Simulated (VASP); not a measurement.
A run of VASP 6.6.1 is set up as follows.

The input INCAR:

```
  PREC = Accurate
  ENCUT = 520
  EDIFF = 1E-8
  ISMEAR = -1
  SIGMA = 0.15
  LREAL = F
  LASPH = T
  NELM = 60
  ALGO = Normal
  ISIF = 2
  LWAVE = F
  LCHARG = T
  GGA = CA
  NBANDS = 30
  IBRION = 8
  NSW = 1
```

The input KPOINTS:

```
Automatic mesh
0
Gamma
  12 12 12
```

POSCAR

```
Ni3Ge
1.0
    3.4671136096      0.0000000000      0.0000000000
    0.0000000000      3.4671136096      0.0000000000
    0.0000000000      0.0000000000      3.4671136096
Ni Ge
3 1
Direct
    0.5000000000      0.0000000000      0.5000000000
    0.0000000000      0.5000000000      0.5000000000
    0.5000000000      0.5000000000      0.0000000000
    0.0000000000      0.0000000000      0.0000000000
```

Potentials or basis: VASP PAW LDA potentials, release 64 (Ni, Ge_d).

The run is started by

```bash
$ cat potpaw_LDA.64/Ni/POTCAR potpaw_LDA.64/Ge_d/POTCAR > POTCAR
$ mpirun -np 1 vasp_std > vasp.out
```

Question: Predict the highest phonon frequency at Γ, LO-TO splitting left out.

Answer: 319 cm⁻¹.

Phonon frequencies in cm⁻¹ (negative: imaginary):
```tsv
q point	frequencies
(0.000, 0.000, 0.000)	0 0 0 185 185 185 209 209 209 319 319 319
```

Caveat: the cell differs from its parent crystal (phonons at volume x 0.98); the cell wasn't relaxed at this level first, which shifts response properties. Spin polarisation is off, so any magnetic state and its effect on volume and gap are missing.
